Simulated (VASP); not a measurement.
# AlN (F-43m) in VASP: a series of runs

Aim: see how the results for AlN move with the level of theory and the settings. Levels: HSE06, PBE-based screened hybrid. Tasks: single point.

Everything below comes from runs of VASP 6.6.1. Logs are shortened: lines on timing, memory, paths and dates and some standing lists are left out, and cuts for length are marked.

**1. The cell of the first run**

It takes space group F-43m (No. 216, cubic). Conventional cell: a = 4.370 Å, b = 4.370 Å, c = 4.370 Å, α = 90.00°, β = 90.00°, γ = 90.00°. Al (site symmetry -43m) has 4 N at 1.89 Å within 2.5 Å. Within 2.5 Å of N (site symmetry -43m) lie 4 Al at 1.89 Å.

**2. Single point, HSE06**

POSCAR reads:

```
AlN
1.0
    0.0000000000      2.1848764855      2.1848764855
    2.1848764855      0.0000000000      2.1848764855
    2.1848764855      2.1848764855      0.0000000000
Al N
1 1
Direct
    0.0000000000      0.0000000000      0.0000000000
    0.7500000000      0.7500000000      0.7500000000
```

INCAR.step1 reads:

```
SYSTEM = AlN
  ALGO = Normal
  EDIFF = 1E-5
  ENCUT = 520
  GGA = PE
  ISIF = 2
  ISMEAR = 0
  LASPH = .True.
  LREAL = .False.
  LWAVE = .True.
  NBANDS = 11
  NELM = 60
  PREC = Accurate
  SIGMA = 0.01
```

INCAR.step2 reads:

```
SYSTEM = AlN
  ALGO = Normal
  EDIFF = 1E-7
  ENCUT = 520
  GGA = PE
  HFSCREEN = 0.2079
  ISIF = 2
  ISMEAR = 0
  ISTART = 1
  LASPH = .True.
  LCHARG = .True.
  LELF = .True.
  LHFCALC = .True.
  LREAL = .False.
  LVHAR = .True.
  LWAVE = .False.
  NBANDS = 11
  NELM = 60
  PREC = Accurate
  PRECFOCK = Normal
  SIGMA = 0.01
```

KPOINTS reads:

```
k-points
0
Gamma
  4 4 4
  0 0 0
```

Potentials or basis: VASP PAW PBE potentials, release 64 (Al, N).

The run is started by

```sh
> cat potpaw_PBE.64/Al/POTCAR potpaw_PBE.64/N/POTCAR > POTCAR
> cp INCAR.step1 INCAR
> mpirun -np 1 vasp_std > vasp.out
> cp INCAR.step2 INCAR
> mpirun -np 1 vasp_std > vasp.out
```

OUTCAR:

```text
SYSTEM = AlN
   EDIFF = 1E-7
   ENCUT = 520
   GGA = PE
   HFSCREEN = 0.2079
   ISIF = 2
   ISMEAR = 0
   ISTART = 1
   LASPH = .True.
   LHFCALC = .True.
   LREAL = .False.
   NELM = 60
   PREC = Accurate
   PRECFOCK = Normal

 ion  position               nearest neighbor table
   1  0.000  0.000  0.000-   2 1.89   2 1.89   2 1.89   2 1.89
   2  0.750  0.750  0.750-   1 1.89   1 1.89   1 1.89   1 1.89

  LATTYP: Found a face centered cubic cell.
 ALAT       =     4.3697529710

  Lattice vectors:

 A1 = (   0.0000000000,   2.1848764855,   2.1848764855)
 A2 = (   2.1848764855,   0.0000000000,   2.1848764855)
 A3 = (   2.1848764855,   2.1848764855,   0.0000000000)

Analysis of symmetry for initial positions (statically):
=====================================================================
 Subroutine PRICEL returns:
 Original cell was already a primitive cell.

 Routine SETGRP: Setting up the symmetry group for a
 face centered cubic supercell.

 Subroutine GETGRP returns: Found 24 space group operations
 (whereof 24 operations were pure point group operations)
 out of a pool of 48 trial point group operations.

The static configuration has the point symmetry T_d .

Analysis of symmetry for dynamics (positions and initial velocities):
=====================================================================
 Subroutine PRICEL returns:
 Original cell was already a primitive cell.

 Routine SETGRP: Setting up the symmetry group for a
 face centered cubic supercell.

 Subroutine GETGRP returns: Found 24 space group operations
 (whereof 24 operations were pure point group operations)
 out of a pool of 48 trial point group operations.

The dynamic configuration has the point symmetry T_d .

 Subroutine INISYM returns: Found 24 space group operations
 (whereof 24 operations are pure point group operations),
 and found     1 'primitive' translations

----------------------------------------------------------------------------------------

                                     Primitive cell

  volume of cell :      20.8598

  direct lattice vectors                    reciprocal lattice vectors
     0.000000000  2.184876485  2.184876485    -0.228845888  0.228845888  0.228845888
     2.184876485  0.000000000  2.184876485     0.228845888 -0.228845888  0.228845888
     2.184876485  2.184876485  0.000000000     0.228845888  0.228845888 -0.228845888

  length of vectors
     3.089881958  3.089881958  3.089881958     0.396372706  0.396372706  0.396372706

  position of ions in fractional coordinates (direct lattice)
     0.000000000  0.000000000  0.000000000
     0.750000000  0.750000000  0.750000000

  ion indices of the primitive-cell ions
   primitive index   ion index
                 1           1
                 2           2

----------------------------------------------------------------------------------------

 KPOINTS: k-points

Automatic generation of k-mesh.
 Grid dimensions read from file:
 generate k-points for:    4    4    4

 Generating k-lattice:

  Cartesian coordinates                     Fractional coordinates (reciprocal lattice)
    -0.057211472  0.057211472  0.057211472     0.250000000  0.000000000  0.000000000
     0.057211472 -0.057211472  0.057211472     0.000000000  0.250000000  0.000000000
     0.057211472  0.057211472 -0.057211472     0.000000000  0.000000000  0.250000000

  Length of vectors
     0.099093176  0.099093176  0.099093176

  Shift w.r.t. Gamma in fractional coordinates (k-lattice)
     0.000000000  0.000000000  0.000000000

 Subroutine IBZKPT returns following result:
 ===========================================

 Found      8 irreducible k-points:

 Following reciprocal coordinates:
            Coordinates               Weight
  0.000000  0.000000  0.000000      1.000000
  0.250000  0.000000  0.000000      8.000000
  0.500000  0.000000  0.000000      4.000000
  0.250000  0.250000  0.000000      6.000000
  0.500000  0.250000  0.000000     24.000000
 -0.250000  0.250000  0.000000     12.000000
  0.500000  0.500000  0.000000      3.000000
 -0.250000  0.500000  0.250000      6.000000
   k-points           NKPTS =      8   k-points in BZ     NKDIM =     64   number of bands    NBANDS=     11
   number of dos      NEDOS =    301   number of ions     NIONS =      2
   total plane-waves  NPLWV =  13824
   dimension x,y,z NGX =    24 NGY =   24 NGZ =   24
   dimension x,y,z NGXF=    48 NGYF=   48 NGZF=   48
   ions per type =               1   1
   NGX,Y,Z   is equivalent  to a cutoff of  12.91, 12.91, 12.91 a.u.
   NGXF,Y,Z  is equivalent  to a cutoff of  25.83, 25.83, 25.83 a.u.
 SYSTEM =  AlN
   PREC   = accura    normal or accurate (medium, high low for compatibility)
   ISTART =      1    job   : 0-new  1-cont  2-samecut
   ICHARG =      0    charge: 1-file 2-atom 10-const
   ISPIN  =      1    spin polarized calculation?
   LNONCOLLINEAR =      F non collinear calculations
   LSORBIT =      F    spin-orbit coupling
   LASPH  =      T    aspherical Exc in radial PAW
   ENCUT  =  520.0 eV  38.22 Ry    6.18 a.u.   5.75  5.75  5.75*2*pi/ulx,y,z
   NELM   =     60;   NELMIN=  2; NELMDL=  0     # of ELM steps
   EDIFF  = 0.1E-06   stopping-criterion for ELM
   LREAL  =      F    real-space projection
   EDIFFG = 0.1E-05   stopping-criterion for IOM
   NSW    =      0    number of steps for IOM
   IBRION =     -1    ionic relax: 0-MD 1-quasi-New 2-CG
   NFREE  =      0    steps in history (QN), initial steepest desc. (CG)
   ISIF   =      2    stress and relaxation
   ISYM   =      3    0-nonsym 1-usesym 2-fastsym
   POTIM  = 0.5000    time-step for ionic-motion
   TEBEG  =    0.0;   TEEND  =   0.0 temperature during run
   PSTRESS=    0.0 pullay stress
   NELECT =       8.0000    total number of electrons
   NUPDOWN=      -1.0000    fix difference up-down
   EMIN   =  10.00;   EMAX   =-10.00  energy-range for DOS
   EFERMI =   0.00;   METHOD = LEGACY
   ISMEAR =     0;   SIGMA  =   0.01  broadening in eV -4-tet -1-fermi 0-gaus
   EFERMI_NEDOS =   21; number of points for ismear=-14 and -15
   IALGO  =     38    algorithm
   IMIX   =      1    mixing-type and parameters
     AMIX     =   0.40;   BMIX     =  1.00
     AMIX_MAG =   1.60;   BMIX_MAG =  1.00
  volume/ion in A,a.u.               =      10.43        70.38
  Fermi-wavevector in a.u.,A,eV,Ry     =   1.189418  2.247675 19.248377  1.414716
  Thomas-Fermi vector in A             =   2.325526
   LORBIT       =      0    0 simple, 1 ext, 2 COOP (PROOUT), +10 PAW based schemes
   GGA     = PE    functional components
   LHFCALC =     T    Hartree Fock is set to
   PRECFOCK=normal    Normal, Fast or Accurate (Low or Medium for compatibility)
   ENCUT4O =  -1.0   cutoff for four orbital integrals eV
   NKREDX  =     1    reduce k-point grid by
   NKREDY  =     1    reduce k-point grid by
   NKREDZ  =     1    reduce k-point grid by
   AEXX    =    0.2500 exact exchange contribution
   HFSCREEN=    0.2079 screening length (either q_TF or 0.3 A-1)
   HFSCREENC=   0.2079 screening length for correlation (either q_TF or 0.3 A-1)
   ENCUTFOCK=  -1.0 apply spherical cutoff to Coloumb kernel
   IVDW    =     0    specifies the selected vdW correction
   LEPSILON=     F    determine dielectric tensor
   LRPA    =     F    only Hartree local field effects (RPA)
 non-spin polarized calculation
 Gauss-broadening in eV      SIGMA  =   0.01
  energy-cutoff  :      520.00
  volume of cell :       20.86
 maximum number of plane-waves:       588
 NGX is ok and might be reduce to    24
  NGX = 18; NGY = 18; NGZ = 18

 number of electron       8.0000000 magnetization

 Free energy of the ion-electron system (eV)
  ---------------------------------------------------
  ext. energy  EPLUGINS =         0.00000000
  ---------------------------------------------------
  free energy    TOTEN  =       -17.36536099 eV

  energy without entropy =      -17.36536099  energy(sigma->0) =      -17.36536099

 E-fermi :   5.1303     XC(G=0):  -9.0046

 val. band max:        5.0480707118   @ k =   0.0000   0.0000   0.0000
 cond. band min:       9.6001032804   @ k =   0.5000   0.5000   0.0000
 fundamental gap:      4.5520325686
 Fermi energy:         5.1303073473

 k-point     1 :       0.0000    0.0000    0.0000
  band No.  band energies     occupation
      1     -11.4136      2.00000
      2       5.0481      2.00000
      3       5.0481      2.00000
      4       5.0481      2.00000
      5      10.6071      0.00000
      6      19.2671      0.00000
      7      19.2671      0.00000
      8      19.2671      0.00000
      9      24.6241      0.00000
     10      24.6241      0.00000
     11      26.0155      0.00000

 k-point     2 :       0.2500    0.0000    0.0000
  band No.  band energies     occupation
      1     -10.5032      2.00000
      2       1.5462      2.00000
      3       4.7663      2.00000
      4       4.7663      2.00000
      5      12.9849      0.00000
      6      17.7151      0.00000
      7      19.0385      0.00000
      8      19.0385      0.00000
      9      23.1320      0.00000
     10      23.1320      0.00000
     11      24.0397      0.00000

 k-point     3 :       0.5000    0.0000    0.0000
  band No.  band energies     occupation
      1      -9.2293      2.00000
      2      -1.2955      2.00000
      3       4.5156      2.00000
      4       4.5156      2.00000
      5      13.9123      0.00000
      6      16.6825      0.00000
      7      17.7847      0.00000
      8      17.7847      0.00000
      9      24.9448      0.00000
     10      27.2653      0.00000
     11      27.2653      0.00000
[... 43 lines left out ...]
 k-point     7 :       0.5000    0.5000    0.0000
  band No.  band energies     occupation
      1      -8.5490      2.00000
      2      -0.2799      2.00000
      3       3.0965      2.00000
      4       3.0965      2.00000
      5       9.6001      0.00000
      6      15.1147      0.00000
      7      21.1385      0.00000
      8      22.8533      0.00000
      9      22.8533      0.00000
     10      30.7851      0.00000
     11      31.2447      0.00000

 k-point     8 :      -0.2500    0.5000    0.2500
  band No.  band energies     occupation
      1      -8.4904      2.00000
      2       0.9376      2.00000
      3       1.3218      2.00000
      4       2.1796      2.00000
      5      12.4899      0.00000
      6      18.1415      0.00000
      7      18.7328      0.00000
      8      19.1459      0.00000
      9      24.3524      0.00000
     10      25.9497      0.00000
     11      32.4501      0.00000

------------------------ aborting loop because EDIFF is reached ----------------------------------------

  FORCE on cell =-STRESS in cart. coord.  units (eV):
  Direction    XX          YY          ZZ          XY          YZ          ZX
  --------------------------------------------------------------------------------------
  -------------------------------------------------------------------------------------
  Total       -0.1023174     -0.1023174     -0.1023174      0.0000000      0.0000000      0.0000000
  in kB       -7.8586789     -7.8586789     -7.8586789      0.0000000      0.0000000      0.0000000
  external PRESSURE =      -7.8586789 kB  Pullay stress =       0.0000000 kB

 VOLUME and BASIS-vectors are now :
 -----------------------------------------------------------------------------
  energy-cutoff  :      520.00
  volume of cell :       20.86
      direct lattice vectors                 reciprocal lattice vectors
     0.000000000  2.184876485  2.184876485    -0.228845888  0.228845888  0.228845888
     2.184876485  0.000000000  2.184876485     0.228845888 -0.228845888  0.228845888
     2.184876485  2.184876485  0.000000000     0.228845888  0.228845888 -0.228845888

 POSITION                                       TOTAL-FORCE (eV/Angst)
 -----------------------------------------------------------------------------------
      0.00000      0.00000      0.00000         0.000000      0.000000      0.000000
      3.27731      3.27731      3.27731        -0.000000     -0.000000     -0.000000
 -----------------------------------------------------------------------------------
    total drift:                               -0.000001      0.000000     -0.000000

  FREE ENERGIE OF THE ION-ELECTRON SYSTEM (eV)
  ---------------------------------------------------
  free  energy   TOTEN  =       -17.3653609871 eV

  energy  without entropy=      -17.3653609871  energy(sigma->0) =      -17.36536099
```

It took 2.8 min on 1 thread of AMD EPYC 7R13, shared host; peak memory 0.2 GiB.

Results:

| Quantity | Value |
| --- | --- |
| Free energy | -17.3654 eV |
| Pressure | -0.8 GPa |
| Band gap on the k mesh | 4.55 eV, indirect (least direct gap 5.56 eV) |

Caveat: the k points lie up to 0.62 Å⁻¹ apart; the PAW data sets were made with another functional, which shifts forces and pressure a little. A k mesh can miss the band edges.

**3. Single point, PBE-based screened hybrid**

POSCAR is that of step 2.

INCAR.step1 reads:

```
SYSTEM = AlN
  ALGO = Normal
  EDIFF = 1E-5
  ENCUT = 520
  GGA = PE
  ISIF = 2
  ISMEAR = 0
  LASPH = .TRUE.
  LREAL = .FALSE.
  LWAVE = .TRUE.
  NBANDS = 11
  NELM = 80
  PREC = Accurate
  SIGMA = 0.01
```

INCAR.step2 reads:

```
SYSTEM = AlN
  AEXX = 0.05
  ALGO = Normal
  EDIFF = 1E-7
  ENCUT = 520
  GGA = PE
  HFSCREEN = 0.1
  ISIF = 2
  ISMEAR = 0
  ISTART = 1
  LASPH = .TRUE.
  LCHARG = .TRUE.
  LELF = .TRUE.
  LHFCALC = .TRUE.
  LREAL = .FALSE.
  LVHAR = .TRUE.
  LWAVE = .FALSE.
  NBANDS = 11
  NELM = 80
  PREC = Accurate
  PRECFOCK = Normal
  SIGMA = 0.01
```

KPOINTS reads:

```
k-points
0
G
  4 4 4
  0 0 0
```

Potentials or basis: VASP PAW PBE potentials, release 64 (Al, N).

The run is started by

```sh
> cat potpaw_PBE.64/Al/POTCAR potpaw_PBE.64/N/POTCAR > POTCAR
> cp INCAR.step1 INCAR
> mpirun -np 1 vasp_std > vasp.out
> cp INCAR.step2 INCAR
> mpirun -np 1 vasp_std > vasp.out
```

Wall time 1.9 min (1 thread of AMD EPYC 7R13, shared host); peak memory 0.2 GiB.

It converged, with:

- Free energy: -15.4063 eV
- Pressure: 3.3 GPa
- Band gap on the k mesh: 3.61 eV, indirect (least direct gap 4.52 eV)

Levels at points of the mesh, in eV from the valence-band top:
```
           k point  band 1  band 2  band 3  band 4  band 5  band 6  band 7  band 8  band 9
(0.00, 0.00, 0.00)  -15.28    0.00    0.00    0.00    4.52   12.94   12.94   12.94   18.12
(0.50, 0.00, 0.00)  -13.21   -5.97   -0.49   -0.49    7.73   10.28   11.51   11.51   18.42
(0.50, 0.50, 0.00)  -12.56   -5.00   -1.81   -1.81    3.61    8.96   14.45   16.20   16.20
```

Caveat: the k points lie up to 0.62 Å⁻¹ apart; the PAW data sets were made with another functional, which shifts forces and pressure a little.

(Part 1 of 2 ends here.)
